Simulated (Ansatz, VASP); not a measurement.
Two plane-wave programs on TaN

The input INCAR:

```
  PREC = Accurate
  ENCUT = 520
  EDIFF = 1E-8
  ISMEAR = -1
  SIGMA = 0.03
  LREAL = F
  LASPH = T
  NELM = 120
  ALGO = Normal
  ISIF = 2
  LWAVE = F
  LCHARG = F
  LEFG = T
  NBANDS = 36
  GGA_COMPAT = F
```

KPOINTS

```
regular mesh
0
Gamma
  5 5 8
```

File POSCAR:

```
TaN
1.0
    5.2532307548      0.0000000000      0.0000000000
   -2.6266153774      4.5494312856      0.0000000000
    0.0000000000      0.0000000000      2.9462675463
Ta N
3 3
Direct
    0.0000000000      0.0000000000      0.0000000000
    0.3333333333      0.6666666667      0.5000000000
    0.6666666667      0.3333333333      0.5000000000
    0.5000000000      0.0000000000      0.0000000000
    0.5000000000      0.5000000000      0.0000000000
    0.0000000000      0.5000000000      0.0000000000
```

Input for Ansatz:

```yaml
crystal:
  lattice:
    - [5.2532307548, 0.0, 0.0]
    - [-2.6266153774, 4.5494312856, 0.0]
    - [0.0, 0.0, 2.9462675463]
  atoms:
    - { symbol: Ta, position: [0.0, 0.0, 0.0] }
    - { symbol: Ta, position: [0.3333333333, 0.6666666667, 0.5] }
    - { symbol: Ta, position: [0.6666666667, 0.3333333333, 0.5] }
    - { symbol: "N", position: [0.5, 0.0, 0.0] }
    - { symbol: "N", position: [0.5, 0.5, 0.0] }
    - { symbol: "N", position: [0.0, 0.5, 0.0] }
kpoints:
  mp_grid: { grid: [5, 5, 8] }
scf:
  occupations: { method: fermi_dirac, width: 0.03 }
hamiltonian:
  xc: lda
  pseudopotentials: { kind: paw }
output:
  forces: true
  stress: true
  eigenvalues: true
  efg: { contact_densities: true }
```

Change from the starting cell: volume scaled by 1.04, PAW files.

Alike in both runs: task electric field gradients; functional LDA; k mesh 5 × 5 × 8; occupations fermi-dirac, width 0.03 eV; no spin polarisation.

|  | VASP | Ansatz |
| --- | --- | --- |
| version | VASP 6.6.1 | Ansatz 0.2.0 |
| potentials or method | VASP PAW LDA potentials, release 64 (Ta_sv_GW, N) | PAW with Ansatz's default frozen-core files, scalar-relativistic |
| plane-wave cutoff (eV) | 520 | 420 |
| valence electrons in the cell | 54 | 54 |

Ansatz gave:

| Item | Value |
| --- | --- |
| size of Vzz on the site where it differs most (V/Å²) | 454.3 |

Task: What did VASP give for the same quantities?

Result: Size of Vzz on the site where it differs most (V/Å²): 406.6.

LDA's correlation is that of Perdew and Zunger in VASP and of Perdew and Wang (1992) in Ansatz.

Neither program's run includes spin-orbit coupling.
